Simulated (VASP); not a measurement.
## Si3Ge: single point with PBE

The system is Si3Ge.

```
CELL_PARAMETERS angstrom
3.91238 0.00000 0.00000
0.00000 3.91238 0.00000
0.00000 0.00000 5.53206
ATOMIC_POSITIONS crystal
Si 0.50000 0.50000 0.00000
Si 0.00000 0.50000 0.75587
Si 0.50000 0.00000 0.24413
Ge 0.00000 0.00000 0.50000
```

```
Program             : VASP 6.6.1
Task                : single point
Functional          : PBE
Potentials or basis : VASP PAW PBE potentials, release 64 (Si, Ge_d)
Cutoff              : 520 eV
k mesh              : 10 × 10 × 6
Occupations         : gaussian, width 0.02 eV
Spin                : no spin polarisation
```

The pressure is -0.1 GPa and the band gap on the k mesh is 0.38 eV (least direct gap 0.68 eV).

Levels at points of the mesh, in eV from the valence-band top:
```csv
k point,band 10,band 11,band 12,band 13,band 14,band 15,band 16,band 17
"(0.00, 0.00, 0.00)",-2.87,-0.05,0.00,0.00,0.68,0.84,2.24,2.53
"(0.50, 0.00, 0.00)",-3.73,-3.65,-1.51,-1.21,2.14,2.53,4.59,4.76
"(0.50, 0.50, 0.00)",-2.92,-2.85,-2.85,-2.79,0.38,0.84,0.84,1.01
"(0.00, 0.00, 0.50)",-2.04,-2.04,-1.75,-1.75,0.93,1.26,3.07,3.17
"(0.50, 0.00, 0.50)",-1.42,-1.26,-1.22,-1.06,0.89,1.33,3.21,3.34
"(0.50, 0.50, 0.50)",-3.79,-3.79,-3.79,-3.72,4.17,4.35,4.35,4.52
```

It took 86 s on 1 thread of Intel(R) Xeon(R) Platinum 8375C CPU @ 2.90GHz (Ice Lake), on a shared host, peak memory 0.27 GiB.

A k mesh can miss the band edges.
